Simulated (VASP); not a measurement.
# Ti (I4/mmm) in VASP: further runs, part 2 of 2

VASP 6.6.1. Earlier steps stand in the parts before.

### Step 5. Single point, PBEsol

This run uses another cell than the first one, of 17.40 Å³/atom, 1.051 times its volume.

Input file INCAR:

```
SYSTEM = Ti
ALGO     = Normal         ! electronic algorithm
EDIFF    = 1E-6           ! SCF threshold, eV
ENCUT    = 520            ! plane-wave cutoff, eV
GGA      = PS             ! functional
ISIF     = 2              ! what is computed and relaxed
ISMEAR   = -1             ! smearing method
LASPH    = .TRUE.         ! aspherical terms in the spheres
LCHARG   = .TRUE.         ! write CHGCAR
LELF     = .TRUE.         ! ELF
LREAL    = .FALSE.        ! projectors in reciprocal space
LVHAR    = .TRUE.       
LWAVE    = .FALSE.        ! write WAVECAR
NBANDS   = 12             ! bands
NELM     = 80             ! most SCF steps
PREC     = Accurate       ! precision mode
SIGMA    = 0.05           ! smearing width, eV
```

Input file KPOINTS:

```
k-points
0
G
  9 9 9
  0 0 0
```

Input file POSCAR:

```
Ti
1.0
    0.0000000000      2.0300000000      2.1112000000
    2.0300000000      0.0000000000      2.1112000000
    2.0300000000      2.0300000000      0.0000000000
Ti
1
Direct
    0.0000000000      0.0000000000      0.0000000000
```

Potentials or basis: VASP PAW PBE potentials, release 64 (Ti_sv).

Command:

```sh
cat potpaw_PBE.64/Ti_sv/POTCAR > POTCAR
mpirun -np 1 vasp_std > vasp.out
```

OUTCAR:

```text
SYSTEM = Ti
   EDIFF = 1E-6
   ENCUT = 520
   GGA = PS
   ISIF = 2
   ISMEAR = -1
   LASPH = .TRUE.
   LREAL = .FALSE.
   NELM = 80
   PREC = Accurate

 ion  position               nearest neighbor table
   1  0.000  0.000  0.000-

  LATTYP: Found a body centered tetragonal cell.
 ALAT       =     2.8708535316
 C/A-ratio  =     1.4707821049

  Lattice vectors:

 A1 = (  -2.0300000000,   0.0000000000,   2.1112000000)
 A2 = (   2.0300000000,   0.0000000000,   2.1112000000)
 A3 = (   0.0000000000,   2.0300000000,  -2.1112000000)
[... 539 lines left out ...]

 [... further k-points ...]

------------------------ aborting loop because EDIFF is reached ----------------------------------------

  FORCE on cell =-STRESS in cart. coord.  units (eV):
  Direction    XX          YY          ZZ          XY          YZ          ZX
  --------------------------------------------------------------------------------------
  -------------------------------------------------------------------------------------
  Total       -0.4723709     -0.4723709     -0.5317541      0.0000000     -0.0000000      0.0000000
  in kB      -43.4952921    -43.4952921    -48.9632206      0.0000000     -0.0000000      0.0000000
  external PRESSURE =     -45.3179350 kB  Pullay stress =       0.0000000 kB

 VOLUME and BASIS-vectors are now :
 -----------------------------------------------------------------------------
  energy-cutoff  :      520.00
  volume of cell :       17.40
      direct lattice vectors                 reciprocal lattice vectors
     0.000000000  2.030000000  2.111200000    -0.246305419  0.246305419  0.236832133
     2.030000000  0.000000000  2.111200000     0.246305419 -0.246305419  0.236832133
     2.030000000  2.030000000  0.000000000     0.246305419  0.246305419 -0.236832133

 POSITION                                       TOTAL-FORCE (eV/Angst)
 -----------------------------------------------------------------------------------
      0.00000      0.00000      0.00000        -0.000000     -0.000000      0.000000
 -----------------------------------------------------------------------------------
    total drift:                                0.000000      0.000000     -0.000000

  FREE ENERGIE OF THE ION-ELECTRON SYSTEM (eV)
  ---------------------------------------------------
  free  energy   TOTEN  =        -8.2769606584 eV

  energy  without entropy=       -8.2621027301  energy(sigma->0) =       -8.26953169
```

OSZICAR:

```text
N       E                     dE             d eps       ncg     rms          rms(c)
DAV:   1     0.863752825631E+02    0.86375E+02   -0.64713E+03  1812   0.120E+03
DAV:   2    -0.525130558579E+01   -0.91627E+02   -0.89160E+02  1836   0.298E+02
DAV:   3    -0.933976431151E+01   -0.40885E+01   -0.40434E+01  2484   0.650E+01
DAV:   4    -0.944196612755E+01   -0.10220E+00   -0.10215E+00  2040   0.896E+00
DAV:   5    -0.944483275253E+01   -0.28666E-02   -0.28666E-02  2172   0.132E+00    0.870E+00
DAV:   6    -0.829411317164E+01    0.11507E+01   -0.23407E+00  1944   0.226E+01    0.217E+00
DAV:   7    -0.826956329117E+01    0.24550E-01   -0.11938E-01  2224   0.396E+00    0.128E+00
DAV:   8    -0.827687284943E+01   -0.73096E-02   -0.40740E-02  1868   0.278E+00    0.238E-01
DAV:   9    -0.827695693885E+01   -0.84089E-04   -0.56417E-03  2328   0.915E-01    0.885E-02
DAV:  10    -0.827697607082E+01   -0.19132E-04   -0.34858E-04  1952   0.231E-01    0.186E-02
DAV:  11    -0.827696229634E+01    0.13774E-04   -0.20804E-05  2164   0.593E-02    0.127E-02
DAV:  12    -0.827696060852E+01    0.16878E-05   -0.58982E-06  1980   0.312E-02    0.198E-03
DAV:  13    -0.827696065836E+01   -0.49831E-07   -0.18985E-07  1184   0.572E-03
   1 F= -.82769607E+01 E0= -.82695317E+01  d E =-.148579E-01
```

stdout:

```text
POSCAR found type information on POSCAR Ti
 POSCAR found :  1 types and       1 ions
 scaLAPACK will be used
 -----------------------------------------------------------------------------
|                                                                             |
|                                                                             |
|     You enforced a specific xc type in the INCAR file but a different       |
|     I HOPE YOU KNOW WHAT YOU ARE DOING!                                     |
|                                                                             |
 -----------------------------------------------------------------------------

 LDA part: xc-table for (Slater+PW92), standard interpolation
 POSCAR, INCAR and KPOINTS ok, starting setup
 FFT: planning ... GRIDC
 FFT: planning ... GRID_SOFT
 FFT: planning ... GRID
 WAVECAR not read
 entering main loop
```

Run time: 11 s. Hardware: 1 thread of Intel Xeon 6975P-C, shared host; peak memory 0.14 GiB.

Results:

```
Free energy            : -8.2770 eV
Pressure               : -4.5 GPa
Band gap on the k mesh : zero (band 6 reaches 8.73 eV, above the bottom of band 7 at 7.66 eV)
```

Stress tensor (GPa, compression positive):
```
-4.35  0.00  0.00
 0.00 -4.35  0.00
 0.00  0.00 -4.90
```

Caveat: the PAW data sets were made with another functional, which shifts forces and pressure a little.

### Step 6. Single point, PBEsol

This run uses another cell than the first one, of 16.06 Å³/atom, 0.970 times its volume.

Input file INCAR:

```
ALGO = Normal
EDIFF = 1E-6
ENCUT = 520
GGA = PS
ISIF = 2
ISMEAR = -1
LASPH = T
LCHARG = F
LREAL = F
LWAVE = F
NBANDS = 12
NELM = 100
PREC = Accurate
SIGMA = 0.05
```

Input file KPOINTS:

```
k-points
0
Gamma
  10 10 10
```

Input file POSCAR:

```
Ti
1.0
    0.0000000000      2.0300000000      1.9488000000
    2.0300000000      0.0000000000      1.9488000000
    2.0300000000      2.0300000000      0.0000000000
Ti
1
Direct
    0.0000000000      0.0000000000      0.0000000000
```

Potentials or basis: VASP PAW PBE potentials, release 64 (Ti_sv).

Command:

```sh
cat potpaw_PBE.64/Ti_sv/POTCAR > POTCAR
mpirun -np 1 vasp_std > vasp.out
```

OUTCAR:

```text
EDIFF = 1E-6
   ENCUT = 520
   GGA = PS
   ISIF = 2
   ISMEAR = -1
   LASPH = T
   LREAL = F
   NELM = 100
   PREC = Accurate

 ion  position               nearest neighbor table
   1  0.000  0.000  0.000-

  LATTYP: Found a body centered tetragonal cell.
 ALAT       =     2.8708535316
 C/A-ratio  =     1.3576450199

  Lattice vectors:

 A1 = (   0.0000000000,  -2.0300000000,  -1.9488000000)
 A2 = (   0.0000000000,   2.0300000000,  -1.9488000000)
 A3 = (   2.0300000000,   0.0000000000,   1.9488000000)

Analysis of symmetry for initial positions (statically):
=====================================================================
 Subroutine PRICEL returns:
 Original cell was already a primitive cell.

 Routine SETGRP: Setting up the symmetry group for a
 body centered tetragonal supercell.

 Subroutine GETGRP returns: Found 16 space group operations
 (whereof 16 operations were pure point group operations)
 out of a pool of 16 trial point group operations.

The static configuration has the point symmetry D_4h.

Analysis of symmetry for dynamics (positions and initial velocities):
=====================================================================
 Subroutine PRICEL returns:
 Original cell was already a primitive cell.

 Routine SETGRP: Setting up the symmetry group for a
 body centered tetragonal supercell.

 Subroutine GETGRP returns: Found 16 space group operations
 (whereof 16 operations were pure point group operations)
 out of a pool of 16 trial point group operations.

The dynamic configuration has the point symmetry D_4h.

 Subroutine INISYM returns: Found 16 space group operations
 (whereof 16 operations are pure point group operations),
 and found     1 'primitive' translations

----------------------------------------------------------------------------------------

                                     Primitive cell

  volume of cell :      16.0616

  direct lattice vectors                    reciprocal lattice vectors
     0.000000000  2.030000000  1.948800000    -0.246305419  0.246305419  0.256568144
     2.030000000  0.000000000  1.948800000     0.246305419 -0.246305419  0.256568144
     2.030000000  2.030000000  0.000000000     0.246305419  0.246305419 -0.256568144

  length of vectors
     2.814022288  2.814022288  2.870853532     0.432619846  0.432619846  0.432619846

  position of ions in fractional coordinates (direct lattice)
     0.000000000  0.000000000  0.000000000

  ion indices of the primitive-cell ions
   primitive index   ion index
                 1           1

----------------------------------------------------------------------------------------

 KPOINTS: k-points

Automatic generation of k-mesh.
 Grid dimensions read from file:
 generate k-points for:   10   10   10

 Generating k-lattice:

  Cartesian coordinates                     Fractional coordinates (reciprocal lattice)
    -0.024630542  0.024630542  0.025656814     0.100000000 -0.000000000  0.000000000
     0.024630542 -0.024630542  0.025656814    -0.000000000  0.100000000  0.000000000
     0.024630542  0.024630542 -0.025656814     0.000000000  0.000000000  0.100000000

  Length of vectors
     0.043261985  0.043261985  0.043261985

  Shift w.r.t. Gamma in fractional coordinates (k-lattice)
     0.000000000  0.000000000  0.000000000

 Subroutine IBZKPT returns following result:
 ===========================================

 Found    102 irreducible k-points:

 Following reciprocal coordinates:
            Coordinates               Weight
  0.000000  0.000000  0.000000      1.000000
  0.100000  0.000000  0.000000      8.000000
  0.200000  0.000000  0.000000      8.000000
  0.300000  0.000000  0.000000      8.000000
  0.400000  0.000000  0.000000      8.000000
  0.500000 -0.000000  0.000000      4.000000
[... 16 lines left out ...]
  0.300000  0.300000  0.000000      2.000000
  0.400000  0.300000  0.000000      8.000000
 [... further k-points ...]
   k-points           NKPTS =    102   k-points in BZ     NKDIM =    102   number of bands    NBANDS=     12
   number of dos      NEDOS =    301   number of ions     NIONS =      1
   total plane-waves  NPLWV =  13824
   dimension x,y,z NGX =    24 NGY =   24 NGZ =   24
   dimension x,y,z NGXF=    48 NGYF=   48 NGZF=   48
   ions per type =               1
   NGX,Y,Z   is equivalent  to a cutoff of  14.18, 14.18, 13.90 a.u.
   NGXF,Y,Z  is equivalent  to a cutoff of  28.36, 28.36, 27.80 a.u.
 SYSTEM =  unknown system
   PREC   = accura    normal or accurate (medium, high low for compatibility)
   ISTART =      0    job   : 0-new  1-cont  2-samecut
   ICHARG =      2    charge: 1-file 2-atom 10-const
   ISPIN  =      1    spin polarized calculation?
   LNONCOLLINEAR =      F non collinear calculations
   LSORBIT =      F    spin-orbit coupling
   LASPH  =      T    aspherical Exc in radial PAW
   ENCUT  =  520.0 eV  38.22 Ry    6.18 a.u.   5.23  5.23  5.34*2*pi/ulx,y,z
   NELM   =    100;   NELMIN=  2; NELMDL= -5     # of ELM steps
   EDIFF  = 0.1E-05   stopping-criterion for ELM
   LREAL  =      F    real-space projection
[... 7 lines left out ...]
   TEBEG  =    0.0;   TEEND  =   0.0 temperature during run
   PSTRESS=    0.0 pullay stress
   NELECT =      12.0000    total number of electrons
   NUPDOWN=      -1.0000    fix difference up-down
   EMIN   =  10.00;   EMAX   =-10.00  energy-range for DOS
   EFERMI =   0.00;   METHOD = LEGACY
   ISMEAR =    -1;   SIGMA  =   0.05  broadening in eV -4-tet -1-fermi 0-gaus
   EFERMI_NEDOS =   21; number of points for ismear=-14 and -15
   IALGO  =     38    algorithm
   IMIX   =      4    mixing-type and parameters
     AMIX     =   0.40;   BMIX     =  1.00
     AMIX_MAG =   1.60;   BMIX_MAG =  1.00
  volume/ion in A,a.u.               =      16.06       108.39
  Fermi-wavevector in a.u.,A,eV,Ry     =   1.485498  2.807185 30.024043  2.206705
  Thomas-Fermi vector in A             =   2.598902
   LORBIT       =      0    0 simple, 1 ext, 2 COOP (PROOUT), +10 PAW based schemes
   GGA     = PS    functional components
   LHFCALC =     F    Hartree Fock is set to
   AEXX    =    0.0000 exact exchange contribution
   IVDW    =     0    specifies the selected vdW correction
   LEPSILON=     F    determine dielectric tensor
   LRPA    =     F    only Hartree local field effects (RPA)
 non-spin polarized calculation
  energy-cutoff  :      520.00
  volume of cell :       16.06
 maximum number of plane-waves:       443
 NGX is ok and might be reduce to    24
   NGX = 11   NGY = 11   NGZ = 11

 number of electron      11.9999998 magnetization

 Free energy of the ion-electron system (eV)
  ---------------------------------------------------
  ext. energy  EPLUGINS =         0.00000000
  ---------------------------------------------------
  free energy    TOTEN  =        -8.27995099 eV

  energy without entropy =       -8.26695597  energy(sigma->0) =       -8.27345348

 E-fermi :   8.9537     XC(G=0): -12.0137

 val. band max:        8.9449498507   @ k =   0.3000   0.0000   0.0000
 cond. band min:       8.9563821173   @ k =  -0.2000   0.1000   0.0000
 fundamental gap:      0.0114322665
 Fermi energy:         8.9537023770

 k-point     1 :       0.0000    0.0000    0.0000
  band No.  band energies     occupation
      1     -47.3964      2.00000
      2     -23.2476      2.00000
      3     -23.2476      2.00000
      4     -23.2425      2.00000
      5       2.6712      2.00000
      6       9.7675      0.00000
      7       9.7675      0.00000
      8      10.1094      0.00000
      9      11.4721      0.00000
     10      11.8688      0.00000
     11      24.6789      0.00000
     12      29.1076      0.00000

 k-point     2 :       0.1000    0.0000    0.0000
  band No.  band energies     occupation
      1     -47.3803      2.00000
      2     -23.3328      2.00000
      3     -23.2605      2.00000
      4     -23.2526      2.00000
      5       3.0170      2.00000
      6       9.6290      0.00000
      7       9.8852      0.00000
      8      10.1568      0.00000
      9      11.4144      0.00000
     10      11.7762      0.00000
     11      24.9720      0.00000
     12      27.3883      0.00000
[... 316 lines left out ...]
 k-point    24 :       0.4000    0.3000    0.0000
  band No.  band energies     occupation
      1     -47.2023      2.00000
      2     -23.9126      2.00000
      3     -23.5295      2.00000
      4     -23.5107      2.00000
      5       6.3017      2.00000
      6       7.5583      2.00000
      7      10.3263      0.00000
      8      11.7015      0.00000
      9      12.7245      0.00000
     10      12.8139      0.00000
     11      21.8064      0.00000
     12      23.3687      0.00000

 [... further k-points ...]
[... 5 lines left out ...]
  --------------------------------------------------------------------------------------
  -------------------------------------------------------------------------------------
  Total        0.3642152      0.3642152      0.5383951      0.0000000      0.0000000      0.0000000
  in kB       36.3311616     36.3311616     53.7059420      0.0000000      0.0000000      0.0000000
  external PRESSURE =      42.1227551 kB  Pullay stress =       0.0000000 kB

 VOLUME and BASIS-vectors are now :
 -----------------------------------------------------------------------------
  energy-cutoff  :      520.00
  volume of cell :       16.06
      direct lattice vectors                 reciprocal lattice vectors
     0.000000000  2.030000000  1.948800000    -0.246305419  0.246305419  0.256568144
     2.030000000  0.000000000  1.948800000     0.246305419 -0.246305419  0.256568144
     2.030000000  2.030000000  0.000000000     0.246305419  0.246305419 -0.256568144

 POSITION                                       TOTAL-FORCE (eV/Angst)
 -----------------------------------------------------------------------------------
      0.00000      0.00000      0.00000         0.000000      0.000000      0.000000
 -----------------------------------------------------------------------------------
    total drift:                               -0.000000      0.000000     -0.000000

  FREE ENERGIE OF THE ION-ELECTRON SYSTEM (eV)
  ---------------------------------------------------
  free  energy   TOTEN  =        -8.2799509871 eV

  energy  without entropy=       -8.2669559688  energy(sigma->0) =       -8.27345348
```

Run time: 12 s. Hardware: 1 thread of Intel Xeon 6975P-C, shared host; peak memory 0.15 GiB.

What came out:

```yaml
Free_energy: -8.2800 eV
Pressure: 4.2 GPa
Band_gap_on_the_k_mesh: zero (band 6 reaches 9.77 eV, above the bottom of band 7 at 8.62 eV)
```

Caveat: the PAW data sets were made with another functional, which shifts forces and pressure a little.

### Step 7. Overview

| cell | k mesh | gap on the mesh (eV) | pressure (GPa) |
| --- | --- | --- | --- |
| a = 2.857, b = 2.857, c = 2.871 Å, angles 59.8, 59.8, 60.3°, 1 atom | 9 × 9 × 9 | none | 0.9 |
| a = 2.885, b = 2.885, c = 2.871 Å, angles 60.2, 60.2, 59.7°, 1 atom | 9 × 9 × 9 | none | -1.4 |
| a = 2.900, b = 2.900, c = 2.871 Å, angles 60.3, 60.3, 59.3°, 1 atom | 9 × 9 × 9 | none | -2.5 |
| a = 2.929, b = 2.929, c = 2.871 Å, angles 60.7, 60.7, 58.7°, 1 atom | 9 × 9 × 9 | none | -4.5 |
| a = 2.814, b = 2.814, c = 2.871 Å, angles 59.3, 59.3, 61.3°, 1 atom | 10 × 10 × 10 | none | 4.2 |

Alike in all rows: task single point; level PBEsol; potentials or basis VASP PAW PBE potentials, release 64 (Ti_sv); no spin polarisation; cutoff (eV) 520; smearing fermi-dirac 0.05 eV.

Caveats: the PAW data sets were made with another functional, which shifts forces and pressure a little.

Absolute energies hang on the potentials; compare differences alone.
